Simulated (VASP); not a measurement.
**Si6O11 (a cell with a defect): single point with PBE+D3(BJ)**

Si6O11 (a cell with a defect):

```
Si O
1.0
    -2.45739    4.25633    0.00000
     0.00000    0.00000    5.42103
     7.37217    4.25633    0.00000
Si O
6 11
Cartesian
  -0.1669 4.2563 3.6140
  4.7479 4.2563 3.6140
  1.3121 6.2399 1.8070
  -1.1452 1.9836 1.8070
  1.3121 2.2727 0.0000
  3.7695 6.5290 0.0000
  0.3394 1.7453 1.1944
  2.7968 6.0016 1.1944
  5.6910 3.6776 4.8085
  -1.1156 3.0897 3.0015
  3.7991 3.0897 3.0015
  1.3418 1.1666 4.2266
  3.7991 5.4229 4.2266
  1.1090 3.5979 -0.5288
  5.2542 6.7674 0.6126
  0.7762 4.8350 2.4196
  5.6910 4.8350 2.4196
```

This cell differs from its parent crystal: atom 14 moved 0.875 of the way to it and +0.125 Å across, host rigid.

| Property | Result |
| --- | --- |
| Program | VASP 6.6.1 |
| Task | single point |
| Functional | PBE |
| Dispersion | D3(BJ) |
| Potentials or basis | VASP PAW PBE potentials, release 64 (Si, O) |
| Cutoff | 520 eV |
| k mesh | 4 × 4 × 2 |
| Occupations | gaussian, width 0.05 eV |
| Spin | no spin polarisation |
| Dipole correction | no |
| Charge | 2 |
| Further INCAR settings | LREAL = Auto; ALGO = Normal; EDIFF = 1e-06; NBANDS = 59; NELECT = 88.0 |

| Property | Result |
| --- | --- |
| Largest force | 10.568 eV/Å |
| Dispersion energy per atom | -0.142 eV |

Forces on the atoms (eV/Å):
```
Si   0.543 -1.630  0.639
Si   1.112  1.471  0.212
Si   2.502 -0.674  2.793
Si  -1.177 -0.415  0.434
Si  -2.023 -7.880  2.294
Si   1.093  0.435 -1.268
O    2.139  0.028 -0.656
O   -1.773 -0.023  0.071
O   -0.422 -0.163  0.019
O    0.885  0.805  1.035
O   -1.328 -1.036 -1.222
O    1.296 -0.392  0.966
O   -0.290 -0.149  0.048
O   -2.845  9.109 -4.541
O    0.203  0.036  0.212
O    0.082  0.504 -0.884
O    0.002 -0.025 -0.151
```

Levels at points of the mesh, in eV from the Fermi level:
| k point | band 41 | band 42 | band 43 | band 44 | band 45 | band 46 | band 47 | band 48 |
| --- | --- | --- | --- | --- | --- | --- | --- | --- |
| (0.00, 0.00, 0.00) | -0.90 | -0.73 | -0.33 | -0.10 | -0.03 | 4.36 | 6.04 | 6.66 |
| (0.50, 0.00, 0.00) | -0.79 | -0.68 | -0.22 | -0.08 | 0.17 | 4.16 | 6.01 | 7.12 |
| (0.00, 0.50, 0.00) | -0.89 | -0.55 | -0.41 | -0.05 | 0.18 | 4.10 | 6.26 | 6.57 |
| (0.50, 0.50, 0.00) | -0.93 | -0.60 | -0.56 | -0.45 | 0.16 | 4.43 | 6.53 | 6.94 |
| (0.00, 0.00, 0.50) | -0.86 | -0.73 | -0.31 | -0.06 | 0.05 | 4.20 | 6.41 | 6.51 |
| (0.50, 0.00, 0.50) | -0.78 | -0.66 | -0.24 | -0.08 | 0.11 | 4.20 | 6.02 | 7.12 |
| (0.00, 0.50, 0.50) | -0.89 | -0.61 | -0.45 | -0.03 | 0.22 | 4.09 | 6.28 | 6.59 |
| (0.50, 0.50, 0.50) | -0.87 | -0.56 | -0.54 | -0.36 | 0.06 | 4.42 | 6.55 | 7.03 |

It took 4.2 min on 1 thread of Intel(R) Xeon(R) 6975P-C (Granite Rapids), on a shared host, peak memory 0.37 GiB.

Caveat: the k points lie up to 0.37 Å⁻¹ apart; the cell carries a net charge on a neutralising background, which shifts energy and pressure; the cell differs from its parent crystal (atom 14 moved 0.875 of the way to it and +0.125 Å across, host rigid); the cell is charged against a uniform background, so pressure and absolute levels hang on convention.
